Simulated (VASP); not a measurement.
Runs of VASP 6.6.1 on Te. The structure is that of space group Pm-3m (No. 221), or close to it. The cells are those of the table. 

```csv
cell,gap on the mesh (eV),pressure (GPa)
"a = 3.187 Å, 1 atom",none,(a)
"a = 3.096 Å, 1 atom",none,7.8
"a = 3.355 Å, 1 atom",none,(b)
"a = 3.314 Å, 1 atom",none,-3.0
"a = 3.142 Å, 1 atom",none,4.5
```

Alike in all rows: task single point; level RPBE; potentials or basis VASP PAW PBE potentials, release 64 (Te); no spin polarisation; k mesh 11 × 11 × 11; cutoff (eV) 520; smearing fermi-dirac 0.1 eV.

Question: Fill in the values left out.

Answer: (a) 1.9; (b) -4.0.

Caveats: the PAW data sets were made with another functional, which shifts forces and pressure a little; spin-orbit coupling is left out, which moves the levels of the heavy elements.

A k mesh can miss the band edges, and the runs leave out spin-orbit coupling on Te.

A gap of «none» marks levels without a gap at the run's occupations.
